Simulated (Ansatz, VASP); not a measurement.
# CuI in VASP and in Ansatz

```
I Cu
1.0
     0.00000    3.03150    3.03150
     3.03150    0.00000    3.03150
     3.03150    3.03150    0.00000
I Cu
1 1
Direct
  0.00000 0.00000 0.00000
  0.75000 0.75000 0.75000
```

Alike in both runs: task relaxation of cell and atoms; functional r2SCAN; k mesh 8 × 8 × 8; occupations fermi-dirac, width 0.05 eV; no spin polarisation.

```csv
,VASP,Ansatz
version,VASP 6.6.1,Ansatz 0.2.0
potentials or method,"VASP PAW PBE potentials, release 64 (I, Cu)",Ansatz PAW
plane-wave cutoff (eV),600,500
valence electrons in the cell,18,36
```

|  | VASP | Ansatz | Ansatz less VASP |
| --- | --- | --- | --- |
| relaxed volume (Å³/atom) | 27.23 | 27.32 | +0.084 |
| relaxed cell length with the largest relative difference (Å) | 4.255 | 4.259 | +0.0044 |

VASP's potentials were made for PBE, not for r2SCAN. VASP's potentials hold 18 valence electrons a cell and Ansatz's 36, so a difference there can come from the potentials and not from the codes.

Spin-orbit coupling is off throughout. Noted on Ansatz's run: the plane-wave basis is chosen anew once the cell has moved, so the energies of steps on either side of that aren't comparable.
